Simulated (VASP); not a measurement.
# GaP (I-4m2) in VASP: notebook

The runs below take GaP through single point, with r2SCAN.

Everything below comes from runs of VASP 6.6.1. Logs are shortened: lines on timing, memory, paths and dates and some standing lists are left out, and cuts for length are marked.

## (1) The cell of the first run

It takes space group I-4m2 (No. 119, tetragonal). The conventional cell has a = 3.835 Å, b = 3.835 Å, c = 5.474 Å, α = 90.00°, β = 90.00°, γ = 90.00°. Ga (site symmetry -4m2) has 4 P at 2.36 Å within 3.1 Å. P (site symmetry -4m2) has 4 Ga at 2.36 Å within 3.1 Å.

## (2) Single point, r2SCAN (film at in-plane strain -0.005)

Contents of POSCAR:

```
GaP
1.0
    2.7116237500      2.7116237500      0.0000000000
   -2.7116237500      2.7116237500      0.0000000000
    0.0000000000      2.7116237500      2.7369259413
Ga P
1 1
Direct
    0.0000000000      0.0000000000      0.0000000000
    0.7500000000      0.2500000000      0.5000000000
```

Contents of INCAR.step1:

```
SYSTEM = GaP
ALGO = Normal
EDIFF = 1E-4
ENCUT = 520
GGA = PE
ISMEAR = 0
LASPH = .TRUE.
LCHARG = .FALSE.
LREAL = .FALSE.
LWAVE = .TRUE.
NBANDS = 16
NELM = 100
PREC = Accurate
SIGMA = 0.01
```

Contents of INCAR.step2:

```
SYSTEM = GaP
ALGO = Normal
EDIFF = 1E-6
ENCUT = 520
ISIF = 2
ISMEAR = 0
ISTART = 1
LASPH = .TRUE.
LCHARG = .TRUE.
LELF = .TRUE.
LMIXTAU = .TRUE.
LREAL = .FALSE.
LVHAR = .TRUE.
LWAVE = .FALSE.
METAGGA = R2SCAN
NBANDS = 16
NELM = 100
PREC = Accurate
SIGMA = 0.01
```

Contents of KPOINTS:

```
k-points
0
G
  8 8 8
  0 0 0
```

Potentials or basis: VASP PAW PBE potentials, release 64 (Ga_d, P).

On the command line:

```bash
cat potpaw_PBE.64/Ga_d/POTCAR potpaw_PBE.64/P/POTCAR > POTCAR
cp INCAR.step1 INCAR
mpirun -np 1 vasp_std > vasp.out
cp INCAR.step2 INCAR
mpirun -np 1 vasp_std > vasp.out
```

OUTCAR:

```text
SYSTEM = GaP
   EDIFF = 1E-6
   ENCUT = 520
   ISIF = 2
   ISMEAR = 0
   ISTART = 1
   LASPH = .TRUE.
   LREAL = .FALSE.
   METAGGA = R2SCAN
   NELM = 100
   PREC = Accurate

 ion  position               nearest neighbor table
   1  0.000  0.000  0.000-   2 2.36   2 2.36   2 2.36   2 2.36
   2  0.750  0.250  0.500-   1 2.36   1 2.36   1 2.36   1 2.36

  LATTYP: Found a body centered tetragonal cell.
 ALAT       =     3.8348150833
 C/A-ratio  =     1.4274096048

  Lattice vectors:

 A1 = (   2.7116237500,   0.0000000000,  -2.7369259413)
 A2 = (  -2.7116237500,   0.0000000000,  -2.7369259413)
 A3 = (   0.0000000000,   2.7116237500,   2.7369259413)

Analysis of symmetry for initial positions (statically):
=====================================================================
 Subroutine PRICEL returns:
 Original cell was already a primitive cell.

 Routine SETGRP: Setting up the symmetry group for a
 body centered tetragonal supercell.

 Subroutine GETGRP returns: Found  8 space group operations
 (whereof  8 operations were pure point group operations)
 out of a pool of 16 trial point group operations.

The static configuration has the point symmetry D_2d.

Analysis of symmetry for dynamics (positions and initial velocities):
=====================================================================
 Subroutine PRICEL returns:
 Original cell was already a primitive cell.

 Routine SETGRP: Setting up the symmetry group for a
 body centered tetragonal supercell.

 Subroutine GETGRP returns: Found  8 space group operations
 (whereof  8 operations were pure point group operations)
 out of a pool of 16 trial point group operations.

The dynamic configuration has the point symmetry D_2d.

 Subroutine INISYM returns: Found  8 space group operations
 (whereof  8 operations are pure point group operations),
 and found     1 'primitive' translations

----------------------------------------------------------------------------------------

                                     Primitive cell

  volume of cell :      40.2487

  direct lattice vectors                    reciprocal lattice vectors
     2.711623750  2.711623750  0.000000000     0.184391363  0.184391363 -0.182686712
    -2.711623750  2.711623750  0.000000000    -0.184391363  0.184391363 -0.182686712
     0.000000000  2.711623750  2.736925941     0.000000000  0.000000000  0.365373423

  length of vectors
     3.834815083  3.834815083  3.852747976     0.318394071  0.318394071  0.365373423

  position of ions in fractional coordinates (direct lattice)
     0.000000000  0.000000000  0.000000000
     0.750000000  0.250000000  0.500000000

  ion indices of the primitive-cell ions
   primitive index   ion index
                 1           1
                 2           2

----------------------------------------------------------------------------------------

 KPOINTS: k-points

Automatic generation of k-mesh.
 Grid dimensions read from file:
 generate k-points for:    8    8    8

 Generating k-lattice:

  Cartesian coordinates                     Fractional coordinates (reciprocal lattice)
     0.023048920  0.023048920 -0.022835839     0.125000000  0.000000000  0.000000000
    -0.023048920  0.023048920 -0.022835839     0.000000000  0.125000000  0.000000000
     0.000000000  0.000000000  0.045671678     0.000000000  0.000000000  0.125000000

  Length of vectors
     0.039799259  0.039799259  0.045671678

  Shift w.r.t. Gamma in fractional coordinates (k-lattice)
     0.000000000  0.000000000  0.000000000

 Subroutine IBZKPT returns following result:
 ===========================================

 Found     59 irreducible k-points:

 Following reciprocal coordinates:
            Coordinates               Weight
  0.000000  0.000000  0.000000      1.000000
  0.125000  0.000000  0.000000      8.000000
  0.250000  0.000000  0.000000      8.000000
  0.375000  0.000000 -0.000000      8.000000
  0.500000  0.000000  0.000000      4.000000
  0.125000  0.125000  0.000000      8.000000
[... 16 lines left out ...]
  0.250000  0.000000  0.125000      4.000000
  0.375000  0.000000  0.125000      8.000000
 [... further k-points ...]
   k-points           NKPTS =     59   k-points in BZ     NKDIM =     59   number of bands    NBANDS=     16
   number of dos      NEDOS =    301   number of ions     NIONS =      2
   total plane-waves  NPLWV =  27000
   dimension x,y,z NGX =    30 NGY =   30 NGZ =   30
   dimension x,y,z NGXF=    60 NGYF=   60 NGZF=   60
   ions per type =               1   1
   NGX,Y,Z   is equivalent  to a cutoff of  13.01, 13.01, 12.94 a.u.
   NGXF,Y,Z  is equivalent  to a cutoff of  26.01, 26.01, 25.89 a.u.
 SYSTEM =  GaP
   PREC   = accura    normal or accurate (medium, high low for compatibility)
   ISTART =      1    job   : 0-new  1-cont  2-samecut
   ICHARG =      0    charge: 1-file 2-atom 10-const
   ISPIN  =      1    spin polarized calculation?
   LNONCOLLINEAR =      F non collinear calculations
   LSORBIT =      F    spin-orbit coupling
   LASPH  =      T    aspherical Exc in radial PAW
   ENCUT  =  520.0 eV  38.22 Ry    6.18 a.u.   7.13  7.13  7.16*2*pi/ulx,y,z
   NELM   =    100;   NELMIN=  2; NELMDL=  0     # of ELM steps
   EDIFF  = 0.1E-05   stopping-criterion for ELM
   LREAL  =      F    real-space projection
   EDIFFG = 0.1E-04   stopping-criterion for IOM
   NSW    =      0    number of steps for IOM
   IBRION =     -1    ionic relax: 0-MD 1-quasi-New 2-CG
   NFREE  =      0    steps in history (QN), initial steepest desc. (CG)
   ISIF   =      2    stress and relaxation
   ISYM   =      2    0-nonsym 1-usesym 2-fastsym
   POTIM  = 0.5000    time-step for ionic-motion
   TEBEG  =    0.0;   TEEND  =   0.0 temperature during run
   PSTRESS=    0.0 pullay stress
   NELECT =      18.0000    total number of electrons
   NUPDOWN=      -1.0000    fix difference up-down
   EMIN   =  10.00;   EMAX   =-10.00  energy-range for DOS
   EFERMI =   0.00;   METHOD = LEGACY
   ISMEAR =     0;   SIGMA  =   0.01  broadening in eV -4-tet -1-fermi 0-gaus
   EFERMI_NEDOS =   21; number of points for ismear=-14 and -15
   IALGO  =     38    algorithm
   IMIX   =      4    mixing-type and parameters
     AMIX     =   0.40;   BMIX     =  1.00
     AMIX_MAG =   1.60;   BMIX_MAG =  1.00
  volume/ion in A,a.u.               =      20.12       135.81
[... 32 lines left out ...]
 Fermi energy:         4.6389730912

 k-point     1 :       0.0000    0.0000    0.0000
  band No.  band energies     occupation
      1     -10.4792      2.00000
      2     -10.4764      2.00000
      3     -10.4764      2.00000
      4     -10.3626      2.00000
      5     -10.3611      2.00000
      6      -8.5448      2.00000
[... 8 lines left out ...]
     15      14.7141      0.00000
     16      14.8899      0.00000

 k-point     2 :       0.1250    0.0000    0.0000
  band No.  band energies     occupation
      1     -10.4942      2.00000
      2     -10.4730      2.00000
      3     -10.4713      2.00000
      4     -10.3627      2.00000
      5     -10.3610      2.00000
      6      -8.3295      2.00000
[... 8 lines left out ...]
     15      14.2392      0.00000
     16      14.9283      0.00000

 k-point     3 :       0.2500    0.0000    0.0000
  band No.  band energies     occupation
      1     -10.5297      2.00000
      2     -10.4619      2.00000
      3     -10.4602      2.00000
      4     -10.3616      2.00000
      5     -10.3594      2.00000
      6      -7.7223      2.00000
[... 8 lines left out ...]
     15      14.0217      0.00000
     16      15.1050      0.00000

 k-point     4 :       0.3750    0.0000   -0.0000
  band No.  band energies     occupation
      1     -10.5606      2.00000
      2     -10.4532      2.00000
      3     -10.4515      2.00000
      4     -10.3581      2.00000
      5     -10.3552      2.00000
      6      -6.8790      2.00000
[... 8 lines left out ...]
     15      15.2574      0.00000
     16      15.3159      0.00000

 k-point     5 :       0.5000    0.0000    0.0000
  band No.  band energies     occupation
      1     -10.5724      2.00000
      2     -10.4503      2.00000
      3     -10.4486      2.00000
      4     -10.3558      2.00000
      5     -10.3527      2.00000
      6      -6.3635      2.00000
[... 8 lines left out ...]
     15      16.8275      0.00000
     16      16.9124      0.00000

 k-point     6 :       0.1250    0.1250    0.0000
  band No.  band energies     occupation
      1     -10.5174      2.00000
      2     -10.4667      2.00000
      3     -10.4609      2.00000
      4     -10.3645      2.00000
      5     -10.3592      2.00000
      6      -7.9846      2.00000
[... 8 lines left out ...]
     15      14.5115      0.00000
     16      16.1046      0.00000

 k-point     7 :       0.2500    0.1250   -0.0000
  band No.  band energies     occupation
      1     -10.5477      2.00000
      2     -10.4548      2.00000
      3     -10.4513      2.00000
      4     -10.3638      2.00000
      5     -10.3573      2.00000
      6      -7.2858      2.00000
[... 8 lines left out ...]
     15      15.7564      0.00000
     16      16.4768      0.00000

 k-point     8 :       0.3750    0.1250    0.0000
  band No.  band energies     occupation
      1     -10.5696      2.00000
      2     -10.4468      2.00000
      3     -10.4454      2.00000
      4     -10.3591      2.00000
      5     -10.3564      2.00000
      6      -6.4682      2.00000
[... 8 lines left out ...]
     15      15.6506      0.00000
     16      17.4750      0.00000

 k-point     9 :       0.5000    0.1250    0.0000
  band No.  band energies     occupation
      1     -10.5740      2.00000
      2     -10.4464      2.00000
      3     -10.4426      2.00000
      4     -10.3625      2.00000
      5     -10.3518      2.00000
      6      -6.2786      2.00000
[... 8 lines left out ...]
     15      16.8853      0.00000
     16      17.2981      0.00000
[... 172 lines left out ...]
 k-point    19 :       0.5000    0.3750   -0.0000
  band No.  band energies     occupation
      1     -10.6023      2.00000
      2     -10.4156      2.00000
      3     -10.4114      2.00000
      4     -10.3941      2.00000
      5     -10.3408      2.00000
      6      -5.6343      2.00000
[... 8 lines left out ...]
     15      17.1993      0.00000
     16      18.5906      0.00000

 k-point    20 :      -0.3750    0.3750    0.0000
  band No.  band energies     occupation
      1     -10.5957      2.00000
      2     -10.4174      2.00000
      3     -10.4166      2.00000
      4     -10.3949      2.00000
      5     -10.3408      2.00000
      6      -6.2517      2.00000
[... 8 lines left out ...]
     15      16.8608      0.00000
     16      20.1638      0.00000

 k-point    21 :       0.5000    0.5000    0.0000
  band No.  band energies     occupation
      1     -10.6107      2.00000
      2     -10.4064      2.00000
      3     -10.4056      2.00000
      4     -10.4014      2.00000
      5     -10.3373      2.00000
      6      -5.4056      2.00000
[... 8 lines left out ...]
     15      17.5496      0.00000
     16      18.2121      0.00000

 k-point    22 :       0.0000    0.0000    0.1250
  band No.  band energies     occupation
      1     -10.5055      2.00000
      2     -10.4665      2.00000
      3     -10.4665      2.00000
      4     -10.3652      2.00000
      5     -10.3593      2.00000
      6      -8.2615      2.00000
[... 8 lines left out ...]
     15      15.1442      0.00000
     16      15.2808      0.00000

 k-point    23 :       0.2500    0.0000    0.1250
  band No.  band energies     occupation
      1     -10.5168      2.00000
      2     -10.4654      2.00000
      3     -10.4630      2.00000
      4     -10.3659      2.00000
      5     -10.3580      2.00000
      6      -7.9803      2.00000
[... 8 lines left out ...]
     15      14.5528      0.00000
     16      16.0808      0.00000

 k-point    24 :       0.3750    0.0000    0.1250
  band No.  band energies     occupation
      1     -10.5477      2.00000
      2     -10.4536      2.00000
      3     -10.4529      2.00000
      4     -10.3655      2.00000
      5     -10.3558      2.00000
      6      -7.2788      2.00000
[... 8 lines left out ...]
     15      15.7860      0.00000
     16      16.4325      0.00000

 [... further k-points ...]
[... 5 lines left out ...]
  --------------------------------------------------------------------------------------
  -------------------------------------------------------------------------------------
  Total        0.1791198      0.1791198     -0.0107643      0.0000000      0.0000000      0.0000000
  in kB        7.1302107      7.1302107     -0.4284930      0.0000000      0.0000000      0.0000000
  external PRESSURE =       4.6106428 kB  Pullay stress =       0.0000000 kB

 VOLUME and BASIS-vectors are now :
 -----------------------------------------------------------------------------
  energy-cutoff  :      520.00
  volume of cell :       40.25
      direct lattice vectors                 reciprocal lattice vectors
     2.711623750  2.711623750  0.000000000     0.184391363  0.184391363 -0.182686712
    -2.711623750  2.711623750  0.000000000    -0.184391363  0.184391363 -0.182686712
     0.000000000  2.711623750  2.736925941     0.000000000  0.000000000  0.365373423

 POSITION                                       TOTAL-FORCE (eV/Angst)
 -----------------------------------------------------------------------------------
      0.00000      0.00000      0.00000        -0.000000      0.000000      0.000000
      1.35581      4.06744      1.36846         0.000000     -0.000000      0.000000
 -----------------------------------------------------------------------------------
    total drift:                               -0.000035      0.000000     -0.000000

  FREE ENERGIE OF THE ION-ELECTRON SYSTEM (eV)
  ---------------------------------------------------
  free  energy   TOTEN  =       -21.4621660673 eV

  energy  without entropy=      -21.4621660673  energy(sigma->0) =      -21.46216607
```

Wall time 3.8 min (1 thread of Intel Xeon Platinum 8259CL at 2.50GHz (Skylake/Cascade Lake), shared host); peak memory 0.19 GiB.

Results:

```
Free energy            : -21.4622 eV
Pressure               : 0.5 GPa
Band gap on the k mesh : 1.85 eV, indirect (least direct gap 2.38 eV)
```

Stress tensor (GPa, compression positive):
```
 0.71  0.00  0.00
 0.00  0.71  0.00
 0.00  0.00 -0.04
```

Caveat: the cell differs from its parent crystal (film at in-plane strain -0.005); the PAW data sets were made with another functional, which shifts forces and pressure a little.

## (3) Single point, r2SCAN (in-plane strain +0.005, then relaxed in part)

Contents of POSCAR:

```
GaP
1.0
    2.7388762500      2.7388762500      0.0000000000
   -2.7388762500      2.7388762500      0.0000000000
    0.0000000000      2.7388762500      2.7148932354
Ga P
1 1
Direct
    0.0000000000      0.0000000000      0.0000000000
    0.7500000000      0.2500000000      0.5000000000
```

Contents of INCAR.step1:

```
SYSTEM = GaP
  PREC = Accurate
  ENCUT = 520
  ISMEAR = 0
  SIGMA = 0.01
  LREAL = .FALSE.
  LASPH = .TRUE.
  NELM = 100
  NBANDS = 16
  GGA = PE
  ALGO = Normal
  EDIFF = 1E-4
  LWAVE = .TRUE.
  LCHARG = .FALSE.
```

Contents of INCAR.step2:

```
SYSTEM = GaP
  PREC = Accurate
  ENCUT = 520
  EDIFF = 1E-6
  ISMEAR = 0
  SIGMA = 0.01
  LREAL = .FALSE.
  LASPH = .TRUE.
  NELM = 100
  ALGO = Normal
  ISIF = 2
  LWAVE = .FALSE.
  LCHARG = .FALSE.
  METAGGA = R2SCAN
  LMIXTAU = .TRUE.
  NBANDS = 16
  ISTART = 1
```

Contents of KPOINTS:

```
regular mesh
0
G
  8 8 8
  0 0 0
```

Potentials or basis: VASP PAW PBE potentials, release 64 (Ga_d, P).

On the command line:

```bash
cat potpaw_PBE.64/Ga_d/POTCAR potpaw_PBE.64/P/POTCAR > POTCAR
cp INCAR.step1 INCAR
mpirun -np 1 vasp_std > vasp.out
cp INCAR.step2 INCAR
mpirun -np 1 vasp_std > vasp.out
```

Run time: 4 min. Hardware: 1 thread of Intel Xeon Platinum 8259CL at 2.50GHz (Skylake/Cascade Lake), shared host; peak memory 0.19 GiB.

It converged, with:

| Quantity | Value |
| --- | --- |
| Free energy | -21.4621 eV |
| Pressure | -0.6 GPa |
| Band gap on the k mesh | 1.82 eV, indirect (least direct gap 2.25 eV) |

Stress tensor (GPa, compression positive):
```
-0.82  0.00  0.00
 0.00 -0.82  0.00
 0.00  0.00 -0.13
```

Levels at points of the mesh, in eV from the valence-band top:
| k point | band 6 | band 7 | band 8 | band 9 | band 10 | band 11 | band 12 | band 13 |
| --- | --- | --- | --- | --- | --- | --- | --- | --- |
| (0.00, 0.00, 0.00) | -13.01 | -0.05 | -0.05 | 0.00 | 2.25 | 4.14 | 4.17 | 4.17 |
| (0.50, 0.00, 0.00) | -10.87 | -6.84 | -1.23 | -1.16 | 1.98 | 4.99 | 5.06 | 8.79 |
| (0.50, 0.50, 0.00) | -9.95 | -6.98 | -2.79 | -2.79 | 1.91 | 2.10 | 11.26 | 11.27 |
| (0.00, 0.00, 0.50) | -9.91 | -6.92 | -2.85 | -2.85 | 1.85 | 2.01 | 11.27 | 11.27 |

Caveat: the cell differs from its parent crystal (in-plane strain +0.005, then relaxed in part); the PAW data sets were made with another functional, which shifts forces and pressure a little.

## (4) Single point, r2SCAN (in-plane strain +0.005)

Edit POSCAR of step 3 so:

```diff
@@ -4,3 +4,3 @@
    -2.7388762500      2.7388762500      0.0000000000
-    0.0000000000      2.7388762500      2.7148932354
+    0.0000000000      2.7388762500      2.7170742500
 Ga P
```

Contents of INCAR.step1:

```
ALGO = Normal
EDIFF = 1E-4
ENCUT = 520
GGA = PE
ISMEAR = 0
LASPH = True
LCHARG = False
LREAL = False
LWAVE = True
NBANDS = 16
NELM = 100
PREC = Accurate
SIGMA = 0.01
```

Contents of INCAR.step2:

```
ALGO = Normal
EDIFF = 1E-7
ENCUT = 520
ISIF = 2
ISMEAR = 0
ISTART = 1
LASPH = True
LCHARG = False
LMIXTAU = True
LREAL = False
LWAVE = False
METAGGA = R2SCAN
NBANDS = 16
NELM = 100
PREC = Accurate
SIGMA = 0.01
```

Contents of KPOINTS:

```
k-points
0
Gamma
  8 8 8
```

On the command line:

```bash
cat potpaw_PBE.64/Ga_d/POTCAR potpaw_PBE.64/P/POTCAR > POTCAR
cp INCAR.step1 INCAR
mpirun -np 1 vasp_std > vasp.out
cp INCAR.step2 INCAR
mpirun -np 1 vasp_std > vasp.out
```

It took 4 min on 1 thread of Intel Xeon Platinum 8259CL at 2.50GHz (Skylake/Cascade Lake), shared host; peak memory 0.19 GiB.

It converged, with:

```
Free energy            : -21.4621 eV
Pressure               : -0.6 GPa
Band gap on the k mesh : 1.83 eV, indirect (least direct gap 2.25 eV)
```

Stress tensor (GPa, compression positive):
```
-0.84  0.00  0.00
 0.00 -0.84  0.00
 0.00  0.00 -0.21
```

Levels at points of the mesh, in eV from the valence-band top:
```
           k point  band 6  band 7  band 8  band 9  band 10  band 11  band 12  band 13
(0.00, 0.00, 0.00)  -13.00   -0.05   -0.05    0.00     2.25     4.15     4.17     4.17
(0.50, 0.00, 0.00)  -10.86   -6.83   -1.22   -1.16     1.98     5.00     5.06     8.79
(0.50, 0.50, 0.00)   -9.95   -6.97   -2.79   -2.78     1.92     2.10    11.26    11.27
(0.00, 0.00, 0.50)   -9.91   -6.92   -2.84   -2.84     1.86     2.02    11.26    11.26
```

Caveat: the cell differs from its parent crystal (in-plane strain +0.005); the PAW data sets were made with another functional, which shifts forces and pressure a little. A k mesh can miss the band edges.

## (5) Overview

```csv
cell,gap on the mesh (eV),pressure (GPa)
"a = 3.835, b = 3.835, c = 3.853 Å, angles 60.2, 60.2, 90.0°, 2 atoms",1.85,0.5
"a = 3.873, b = 3.873, c = 3.856 Å, angles 59.9, 59.9, 90.0°, 2 atoms",1.82,-0.6
"a = 3.873, b = 3.873, c = 3.858 Å, angles 59.9, 59.9, 90.0°, 2 atoms",1.83,-0.6
```

Alike in all rows: task single point; level r2SCAN; potentials or basis VASP PAW PBE potentials, release 64 (Ga_d, P); no spin polarisation; k mesh 8 × 8 × 8; cutoff (eV) 520; smearing gaussian 0.01 eV.

Caveats: the PAW data sets were made with another functional, which shifts forces and pressure a little.

Absolute energies hang on the potentials; compare differences alone.
